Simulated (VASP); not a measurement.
# Si16As (a cell with a defect) in VASP: a series of runs

Runs on Si16As (a cell with a defect). Level: LDA. Tasks: single point.

Program: VASP 6.6.1. These are calculated values, not measurements. Logs are shortened: lines on timing, memory, paths and dates and some standing lists are left out, and cuts for length are marked.

### Step 1. The cell of the first run

The cell holds a defect, 17 atoms: a = 7.679 Å, b = 7.679 Å, c = 7.679 Å, α = 60.00°, β = 60.00°, γ = 60.00°.

### Step 2. Single point, LDA, collinear spin

File INCAR:

```
ALGO = Normal
EDIFF = 1E-7
ENCUT = 520
ISIF = 2
ISMEAR = 0
ISPIN = 2
LASPH = True
LCHARG = False
LORBIT = 11
LREAL = Auto
LWAVE = False
MAGMOM = 0 0 0 0 0 0 0 0 0 0 0 0 0 0 0 0 1
NBANDS = 52
NELM = 150
PREC = Accurate
SIGMA = 0.02
```

File KPOINTS:

```
k-points
0
Gamma
  2 2 2
```

File POSCAR:

```
Si16As
1.0
    0.0000000000      5.4300000000      5.4300000000
    5.4300000000      0.0000000000      5.4300000000
    5.4300000000      5.4300000000      0.0000000000
Si As
16 1
Direct
    0.0031140738      0.0041544944     -0.0034656605
    0.1232384988      0.1240852141      0.1288680082
   -0.0002146721      0.0000454763      0.5002121801
    0.1232997941      0.1238454261      0.6241753280
    0.0030715053      0.4964709010     -0.0033254589
    0.1357646817      0.6213849390      0.1218108977
    0.0031076459      0.4962002861      0.5046247575
    0.1232505202      0.6287449151      0.6243066125
    0.4956542479      0.0041715379     -0.0036648624
    0.6203380466      0.1372291414      0.1214360346
    0.4956806610      0.0039062826      0.5043959270
    0.6285270646      0.1237895827      0.6239903305
    0.4988030629      0.5003370753      0.0010092856
    0.6203099302      0.6213216762      0.1216154666
    0.4956476920      0.4961193860      0.5045268272
    0.6203182875      0.6209610370      0.6379004205
    0.7488154596      0.7503203288      0.2510506060
```

Potentials or basis: VASP PAW LDA potentials, release 64 (Si, As).

The run is started by

```bash
> cat potpaw_LDA.64/Si/POTCAR potpaw_LDA.64/As/POTCAR > POTCAR
> mpirun -np 1 vasp_std > vasp.out
```

OUTCAR:

```text
EDIFF = 1E-7
   ENCUT = 520
   ISIF = 2
   ISMEAR = 0
   ISPIN = 2
   LASPH = True
   LORBIT = 11
   LREAL = Auto
   NELM = 150
   PREC = Accurate

 ion  position               nearest neighbor table
   1  0.003  0.004  0.997-   4 2.34   2 2.34   6 2.40  10 2.40  17 2.76
   2  0.123  0.124  0.129-   3 2.33   5 2.34   1 2.34   9 2.34
   3  1.000  0.000  0.500-  12 2.33   4 2.33   8 2.33   2 2.33
   4  0.123  0.124  0.624-   3 2.33   7 2.34   1 2.34  11 2.34
   5  0.003  0.496  0.997-   8 2.34   2 2.34   6 2.40  14 2.40  17 2.76
   6  0.136  0.621  0.122-  13 2.28   5 2.40   1 2.40   7 2.40  17 2.43
   7  0.003  0.496  0.505-   4 2.34   8 2.34  16 2.40   6 2.40  17 2.76
   8  0.123  0.629  0.624-   3 2.33   5 2.34   7 2.34  15 2.34
   9  0.496  0.004  0.996-  12 2.34   2 2.34  10 2.40  14 2.40  17 2.76
  10  0.620  0.137  0.121-  13 2.28   1 2.40   9 2.40  11 2.40  17 2.43
  11  0.496  0.004  0.504-  12 2.34   4 2.34  16 2.40  10 2.40  17 2.75
  12  0.629  0.124  0.624-   3 2.33  11 2.34  15 2.34   9 2.34
  13  0.499  0.500  0.001-   6 2.28  14 2.28  10 2.28  16 2.28
  14  0.620  0.621  0.122-  13 2.28   5 2.40   9 2.40  15 2.40  17 2.43
  15  0.496  0.496  0.505-  12 2.34   8 2.34  16 2.40  14 2.40  17 2.76
  16  0.620  0.621  0.638-  13 2.28   7 2.40  15 2.40  11 2.40  17 2.43
  17  0.749  0.750  0.251-  16 2.43  10 2.43  14 2.43   6 2.43  11 2.75  15 2.76   7 2.76   9 2.76
                             1 2.76   5 2.76

  LATTYP: Found a face centered cubic cell.
 ALAT       =    10.8600000000

  Lattice vectors:

 A1 = (   0.0000000000,   5.4300000000,   5.4300000000)
 A2 = (   5.4300000000,   0.0000000000,   5.4300000000)
 A3 = (   5.4300000000,   5.4300000000,   0.0000000000)

Analysis of symmetry for initial positions (statically):
=====================================================================
 Subroutine PRICEL returns:
 Original cell was already a primitive cell.

 Routine SETGRP: Setting up the symmetry group for a
 face centered cubic supercell.

 Subroutine GETGRP returns: Found  1 space group operations
 (whereof  1 operations were pure point group operations)
 out of a pool of 48 trial point group operations.

The static configuration has the point symmetry C_1 .

Analysis of symmetry for dynamics (positions and initial velocities):
=====================================================================
 Subroutine PRICEL returns:
 Original cell was already a primitive cell.

 Routine SETGRP: Setting up the symmetry group for a
 face centered cubic supercell.

 Subroutine GETGRP returns: Found  1 space group operations
 (whereof  1 operations were pure point group operations)
 out of a pool of 48 trial point group operations.

The dynamic configuration has the point symmetry C_1 .

Analysis of structural, dynamic, and magnetic symmetry:
=====================================================================
 Subroutine PRICEL returns:
 Original cell was already a primitive cell.

 Routine SETGRP: Setting up the symmetry group for a
 face centered cubic supercell.

 Subroutine GETGRP returns: Found  1 space group operations
 (whereof  1 operations were pure point group operations)
 out of a pool of 48 trial point group operations.

The overall configuration has the point symmetry C_1 .

 Subroutine INISYM returns: Found  1 space group operations
 (whereof  1 operations are pure point group operations),
 and found     1 'primitive' translations

----------------------------------------------------------------------------------------

                                     Primitive cell

  volume of cell :     320.2060

  direct lattice vectors                    reciprocal lattice vectors
     0.000000000  5.430000000  5.430000000    -0.092081031  0.092081031  0.092081031
     5.430000000  0.000000000  5.430000000     0.092081031 -0.092081031  0.092081031
     5.430000000  5.430000000  0.000000000     0.092081031  0.092081031 -0.092081031

  length of vectors
     7.679179644  7.679179644  7.679179644     0.159489025  0.159489025  0.159489025

  position of ions in fractional coordinates (direct lattice)
     0.003114074  0.004154494  0.996534340
     0.123238499  0.124085214  0.128868008
     0.999785328  0.000045476  0.500212180
     0.123299794  0.123845426  0.624175328
     0.003071505  0.496470901  0.996674541
     0.135764682  0.621384939  0.121810898
[... 9 lines left out ...]
     0.620318287  0.620961037  0.637900421
[... 66 lines left out ...]
 SYSTEM =  unknown system
   PREC   = accura    normal or accurate (medium, high low for compatibility)
   ISTART =      0    job   : 0-new  1-cont  2-samecut
   ICHARG =      2    charge: 1-file 2-atom 10-const
   ISPIN  =      2    spin polarized calculation?
   LNONCOLLINEAR =      F non collinear calculations
   LSORBIT =      F    spin-orbit coupling
   LASPH  =      T    aspherical Exc in radial PAW
   ENCUT  =  520.0 eV  38.22 Ry    6.18 a.u.  14.28 14.28 14.28*2*pi/ulx,y,z
   NELM   =    150;   NELMIN=  2; NELMDL= -5     # of ELM steps
   EDIFF  = 0.1E-06   stopping-criterion for ELM
   LREAL  =      T    real-space projection
   EDIFFG = 0.1E-05   stopping-criterion for IOM
   NSW    =      0    number of steps for IOM
   IBRION =     -1    ionic relax: 0-MD 1-quasi-New 2-CG
   NFREE  =      0    steps in history (QN), initial steepest desc. (CG)
   ISIF   =      2    stress and relaxation
   ISYM   =      2    0-nonsym 1-usesym 2-fastsym
   POTIM  = 0.5000    time-step for ionic-motion
   TEBEG  =    0.0;   TEEND  =   0.0 temperature during run
   PSTRESS=    0.0 pullay stress
   NELECT =      69.0000    total number of electrons
   NUPDOWN=      -1.0000    fix difference up-down
   EMIN   =  10.00;   EMAX   =-10.00  energy-range for DOS
   EFERMI =   0.00;   METHOD = LEGACY
   ISMEAR =     0;   SIGMA  =   0.02  broadening in eV -4-tet -1-fermi 0-gaus
   EFERMI_NEDOS =   21; number of points for ismear=-14 and -15
   IALGO  =     38    algorithm
   IMIX   =      4    mixing-type and parameters
     AMIX     =   0.40;   BMIX     =  1.00
     AMIX_MAG =   1.60;   BMIX_MAG =  1.00
  volume/ion in A,a.u.               =      18.84       127.11
  Fermi-wavevector in a.u.,A,eV,Ry     =   0.981480  1.854728 13.106528  0.963303
  Thomas-Fermi vector in A             =   2.112490
   LORBIT       =     11    0 simple, 1 ext, 2 COOP (PROOUT), +10 PAW based schemes
   GGA     = CA    functional components
   LHFCALC =     F    Hartree Fock is set to
   AEXX    =    0.0000 exact exchange contribution
   IVDW    =     0    specifies the selected vdW correction
   LEPSILON=     F    determine dielectric tensor
   LRPA    =     F    only Hartree local field effects (RPA)
 spin polarized calculation
 Gauss-broadening in eV      SIGMA  =   0.02
  energy-cutoff  :      520.00
  volume of cell :      320.21
 maximum number of plane-waves:      8646
 NGX is ok and might be reduce to    60
   NGX = 29   NGY = 29   NGZ = 29

 number of electron      69.0000000 magnetization       0.0006271

 number of electron      69.0000000 magnetization      -0.0000265

 Free energy of the ion-electron system (eV)
  ---------------------------------------------------
  ext. energy  EPLUGINS =         0.00000000
  ---------------------------------------------------
  free energy    TOTEN  =       -96.36998873 eV

  energy without entropy =      -96.36998873  energy(sigma->0) =      -96.36998873

 E-fermi :   6.9037     XC(G=0):  -9.8953

 val. band max:        6.8088902545   @ k =   0.0000   0.0000   0.0000
 cond. band min:       6.9917803531   @ k =   0.0000   0.0000   0.0000
 fundamental gap:      0.1828900986
 Fermi energy:         6.9037469916

 spin component 1

 k-point     1 :       0.0000    0.0000    0.0000
  band No.  band energies     occupation
      1      -7.6333      1.00000
      2      -4.6670      1.00000
      3      -3.7894      1.00000
      4      -3.7884      1.00000
      5      -3.7872      1.00000
      6      -3.2665      1.00000
[... 381 lines left out ...]
     45      10.0817      0.00000
     46      10.0822      0.00000
 Fermi energy:         6.9037469916

 spin component 2

 k-point     1 :       0.0000    0.0000    0.0000
  band No.  band energies     occupation
      1      -7.6333      1.00000
      2      -4.6670      1.00000
      3      -3.7894      1.00000
      4      -3.7884      1.00000
      5      -3.7872      1.00000
      6      -3.2665      1.00000
[... 381 lines left out ...]
     45      10.0817      0.00000
     46      10.0822      0.00000
 [bands above 46 left out]

------------------------ aborting loop because EDIFF is reached ----------------------------------------

  FORCE on cell =-STRESS in cart. coord.  units (eV):
  Direction    XX          YY          ZZ          XY          YZ          ZX
  --------------------------------------------------------------------------------------
  -------------------------------------------------------------------------------------
  Total        6.3417009      6.3427361      6.3447490      0.0083362     -0.0145202     -0.0040822
  in kB       31.7312260     31.7364058     31.7464772      0.0417106     -0.0726528     -0.0204257
  external PRESSURE =      31.7380364 kB  Pullay stress =       0.0000000 kB

 VOLUME and BASIS-vectors are now :
 -----------------------------------------------------------------------------
  energy-cutoff  :      520.00
  volume of cell :      320.21
      direct lattice vectors                 reciprocal lattice vectors
     0.000000000  5.430000000  5.430000000    -0.092081031  0.092081031  0.092081031
     5.430000000  0.000000000  5.430000000     0.092081031 -0.092081031  0.092081031
     5.430000000  5.430000000  0.000000000     0.092081031  0.092081031 -0.092081031

 POSITION                                       TOTAL-FORCE (eV/Angst)
 -----------------------------------------------------------------------------------
      5.43374      5.42809      0.03947         0.000538     -0.000352      0.004705
      1.37354      1.36894      1.34297         0.004056      0.004059     -0.002866
      2.71640      8.14499      5.42908        -0.003016     -0.001973      0.001776
      4.06175      4.05879      1.34200        -0.001277     -0.002141     -0.004012
      8.10778      5.42862      2.71252        -0.005313     -0.000738     -0.001027
      4.03555      1.39864      4.11132        -0.019137      0.015785      0.018041
[... 9 lines left out ...]
      6.83562      6.83213      6.74015         0.016958      0.016084     -0.016702
      5.43744      5.42927      8.14031        -0.004453     -0.002430      0.001223
 -----------------------------------------------------------------------------------
    total drift:                                0.006585      0.002959     -0.007445

  FREE ENERGIE OF THE ION-ELECTRON SYSTEM (eV)
  ---------------------------------------------------
  free  energy   TOTEN  =       -96.3699887307 eV

  energy  without entropy=      -96.3699887306  energy(sigma->0) =      -96.36998873

 total charge

# of ion       s       p       d       tot
------------------------------------------
    1        0.770   0.917   0.000   1.687
    2        0.759   0.955   0.000   1.713
    3        0.746   0.969   0.000   1.715
    4        0.759   0.955   0.000   1.714
    5        0.770   0.918   0.000   1.687
    6        0.759   0.935   0.000   1.694
[... 9 lines left out ...]
   16        0.759   0.935   0.000   1.693
   17        1.334   1.436   0.120   2.890
--------------------------------------------------
tot         13.588  16.430   0.120  30.138

 magnetization (x)

# of ion       s       p       d       tot
------------------------------------------
    1       -0.000  -0.000   0.000  -0.000
    2        0.000   0.000   0.000   0.000
    3        0.000   0.000   0.000   0.000
    4        0.000   0.000   0.000   0.000
    5       -0.000  -0.000   0.000  -0.000
    6       -0.000  -0.000   0.000  -0.000
[... 9 lines left out ...]
   16       -0.000  -0.000   0.000  -0.000
   17        0.000  -0.000  -0.000  -0.000
--------------------------------------------------
tot          0.000   0.000  -0.000   0.000
```

Run time: 13 min. Hardware: 1 thread of Intel Xeon 8259CL, shared host; peak memory 0.49 GiB.

What came out:

- Free energy: -96.3700 eV
- Pressure: 3.2 GPa
- Largest force: 0.031 eV/Å
- Net moment: 0.00 μB per cell
- Valence electrons inside the program's atomic spheres: Si 1.69, 1.71, 1.72, 1.78 (each value once); As 2.89

Forces in eV/Å, atoms in the order of the input:
```
Si   0.001  0.000  0.005
Si   0.004  0.004 -0.003
Si  -0.003 -0.002  0.002
Si  -0.001 -0.002 -0.004
Si  -0.005 -0.001 -0.001
Si  -0.019  0.016  0.018
Si  -0.001  0.006  0.000
Si   0.005 -0.002  0.002
Si   0.001 -0.004 -0.001
Si   0.017 -0.016  0.017
Si   0.007 -0.001 -0.001
Si   0.001  0.004  0.001
Si  -0.001  0.003  0.001
Si  -0.017 -0.016 -0.016
Si   0.001 -0.001 -0.005
Si   0.017  0.016 -0.017
As  -0.004 -0.002  0.001
```

Caveat: the k points lie up to 0.50 Å⁻¹ apart.

### Step 3. Single point, LDA, collinear spin

File INCAR:

```
SYSTEM = Si16As
PREC = Accurate ; ENCUT = 520
EDIFF = 1E-6 ; ISMEAR = 0
SIGMA = 0.02 ; LREAL = Auto
LASPH = .True. ; NELM = 150
ALGO = Normal ; ISIF = 2
LWAVE = .False. ; LCHARG = .False.
ISPIN = 2 ; MAGMOM = 0 0 0 0 0 0 0 0 0 0 0 0 0 0 0 0 1
LORBIT = 11 ; NBANDS = 52
```

File KPOINTS:

```
regular mesh
0
Gamma
  2 2 2
  0 0 0
```

File POSCAR:

```
Si16As
1.0
    0.0000000000      5.4300000000      5.4300000000
    5.4300000000      0.0000000000      5.4300000000
    5.4300000000      5.4300000000      0.0000000000
Si As
16 1
Direct
    0.0009289452     -0.0035714084      0.0014066887
    0.1204344018      0.1292284045      0.1214470088
   -0.0129344563      0.0045262848      0.5043120418
    0.1205743184      0.1292083458      0.6290591491
    0.0006819541      0.5016213892      0.0014285917
    0.1247779176      0.6251640235      0.1250856433
    0.0008444660      0.5015810977      0.4963575930
    0.1203911437      0.6217010795      0.6290478637
    0.5033175947      0.0044680863     -0.0115079155
    0.6285769065      0.1291734796      0.1213410382
    0.5035222904      0.0044463994      0.5041527469
    0.6239479428      0.1258595059      0.6254161743
    0.4961222015      0.5015861511      0.0013313604
    0.6283157264      0.6217098183      0.1214047381
    0.5032336546      0.4889070017      0.5041541156
    0.6284868921      0.6216591078      0.6289307265
    0.3739178705      0.8758405335      0.3754378053
```

Potentials or basis: VASP PAW LDA potentials, release 64 (Si, As).

The run is started by

```bash
> cat potpaw_LDA.64/Si/POTCAR potpaw_LDA.64/As/POTCAR > POTCAR
> mpirun -np 1 vasp_std > vasp.out
```

Run time: 14 min. Hardware: 1 thread of Intel Xeon 8259CL, shared host; peak memory 0.49 GiB.

Results (log left out):

```yaml
Free_energy: -96.3694 eV
Pressure: 3.2 GPa
Largest_force: 0.030 eV/Å
Net_moment: 0.00 μB per cell
Valence_electrons_inside_the_program's_atomic_spheres: Si 1.71, 1.69, 1.72, 1.78 (each value once); As 2.89
```

Forces on the atoms (eV/Å):
```
Si   0.002  0.000 -0.002
Si   0.001 -0.002  0.001
Si   0.017 -0.016 -0.016
Si   0.003  0.000  0.000
Si   0.002  0.001  0.001
Si  -0.003  0.002  0.002
Si   0.001 -0.002  0.001
Si   0.000  0.001 -0.003
Si  -0.017 -0.016  0.016
Si   0.001 -0.001  0.001
Si   0.016  0.017  0.017
Si  -0.005  0.003 -0.001
Si   0.002 -0.003 -0.003
Si  -0.004  0.000  0.000
Si  -0.018  0.017 -0.017
Si   0.000  0.002  0.000
As   0.002 -0.001  0.003
```

Levels at points of the mesh, in eV from the Fermi level:
Spin up:
```csv
k point,band 32,band 33,band 34,band 35,band 36,band 37
"(0.00, 0.00, 0.00)",-1.00,-1.00,-0.44,-0.44,-0.44,-0.09
"(0.50, 0.00, 0.00)",-1.54,-1.54,-0.96,0.28,0.28,0.74
"(0.00, 0.50, 0.00)",-1.54,-1.54,-0.96,0.28,0.29,0.75
"(0.00, 0.00, 0.50)",-1.54,-1.54,-0.96,0.28,0.29,0.74
"(0.50, 0.50, 0.50)",-1.54,-1.54,-0.96,0.28,0.29,0.74
"(0.50, 0.50, 0.00)",-2.00,-1.92,-0.43,0.41,0.56,0.56
"(0.00, 0.50, 0.50)",-2.00,-1.92,-0.43,0.41,0.56,0.56
"(0.50, 0.00, 0.50)",-2.00,-1.92,-0.43,0.41,0.56,0.56
```
Spin down:
```tsv
k point	band 32	band 33	band 34	band 35	band 36	band 37
(0.00, 0.00, 0.00)	-1.00	-1.00	-0.44	-0.44	-0.44	-0.09
(0.50, 0.00, 0.00)	-1.54	-1.54	-0.96	0.28	0.28	0.74
(0.00, 0.50, 0.00)	-1.54	-1.54	-0.96	0.28	0.29	0.75
(0.00, 0.00, 0.50)	-1.54	-1.54	-0.96	0.28	0.29	0.74
(0.50, 0.50, 0.50)	-1.54	-1.54	-0.96	0.28	0.29	0.74
(0.50, 0.50, 0.00)	-2.00	-1.92	-0.43	0.41	0.56	0.56
(0.00, 0.50, 0.50)	-2.00	-1.92	-0.43	0.41	0.56	0.56
(0.50, 0.00, 0.50)	-2.00	-1.92	-0.43	0.41	0.56	0.56
```

Caveat: the k points lie up to 0.50 Å⁻¹ apart.
